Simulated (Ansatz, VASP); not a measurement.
GaN: VASP beside Ansatz

Contents of INCAR:

```
SYSTEM = GaN
ALGO = Normal
EDIFF = 1E-6
ENCUT = 600
GGA = PS
GGA_COMPAT = .FALSE.
ISIF = 2
ISMEAR = -1
LASPH = .TRUE.
LCHARG = .TRUE.
LELF = .TRUE.
LREAL = .FALSE.
LVHAR = .TRUE.
LWAVE = .FALSE.
NBANDS = 16
NELM = 120
PREC = Accurate
SIGMA = 0.05
```

Contents of KPOINTS:

```
k-points
0
G
  17 17 17
  0 0 0
```

POSCAR

```
GaN
1.0
    0.0000000000      2.0667016261      2.0667016261
    2.0667016261      0.0000000000      2.0667016261
    2.0667016261      2.0667016261      0.0000000000
Ga N
1 1
Direct
    0.0000000000      0.0000000000      0.0000000000
    0.5000000000      0.5000000000      0.5000000000
```

Input for Ansatz:

```yaml
crystal:
  lattice:
    - [0.0, 2.0667016261, 2.0667016261]
    - [2.0667016261, 0.0, 2.0667016261]
    - [2.0667016261, 2.0667016261, 0.0]
  atoms:
    - { symbol: Ga, position: [0.0, 0.0, 0.0] }
    - { symbol: "N", position: [0.5, 0.5, 0.5] }
kpoints:
  mp_grid: { grid: [17, 17, 17] }
scf:
  occupations: { method: fermi_dirac, width: 0.05 }
hamiltonian:
  xc: pbesol
  pseudopotentials: { kind: paw }
output:
  forces: true
  stress: true
  eigenvalues: true
  populations: true
```

Change from the starting cell: volume scaled by 0.94, PAW files.

Alike in both runs: task single point; functional PBEsol; k mesh 17 × 17 × 17; occupations fermi-dirac, width 0.05 eV; no spin polarisation.

|  | VASP | Ansatz |
| --- | --- | --- |
| version | VASP 6.6.1 | Ansatz 0.2.0 |
| potentials or method | VASP PAW PBE potentials, release 64 (Ga_d, N) | PAW with Ansatz's default frozen-core files, scalar-relativistic |
| plane-wave cutoff (eV) | 600 | 420 |
| valence electrons in the cell | 18 | 18 |

Ansatz gave:

| Property | Result |
| --- | --- |
| pressure (GPa) | 16.5 |

Question: Which values does VASP return?

Answer: Pressure (GPa): 16.9.

VASP's potentials were made for PBE, not for PBEsol. The functional is the same, so the differences come from potentials, cutoffs and numerics.
